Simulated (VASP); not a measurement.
TiN: single point with PBEsol

Crystal: TiN.

```
Ti N
1.0
     0.00000    2.04434    2.04434
     2.04434    0.00000    2.04434
     2.04434    2.04434    0.00000
Ti N
1 1
Direct
  0.00000 0.00000 0.00000
  0.50000 0.50000 0.50000
```

| Property | Result |
| --- | --- |
| Program | VASP 6.6.1 |
| Task | single point |
| Functional | PBEsol |
| Potentials or basis | VASP PAW PBE potentials, release 64 (Ti_sv, N) |
| Cutoff | 520 eV |
| k mesh | 20 × 20 × 20 |
| Occupations | gaussian, width 0.15 eV |
| Spin | no spin polarisation |
| Dipole correction | no |
| Further INCAR settings | ALGO = Normal; EDIFF = 1e-06; NBANDS = 16 |

```json
{
 "Pressure": "30.4 GPa"
}
```

Levels at points of the mesh, in eV from the Fermi level:
```tsv
k point	band 6	band 7	band 8	band 9	band 10	band 11	band 12	band 13
(0.00, 0.00, 0.00)	-2.15	-2.15	-2.15	-0.74	-0.74	-0.74	0.68	0.68
(0.50, 0.00, 0.00)	-8.82	-6.09	-6.09	2.03	2.03	2.84	6.55	6.71
(0.50, 0.50, 0.00)	-6.05	-3.63	-3.36	-3.36	1.95	2.88	2.88	4.55
```

It took 34 s on 1 thread of Intel(R) Xeon(R) 6975P-C (Granite Rapids), with other jobs on the host, peak memory 0.19 GiB.

Caveat: the PAW data sets were made with another functional, which shifts forces and pressure a little.
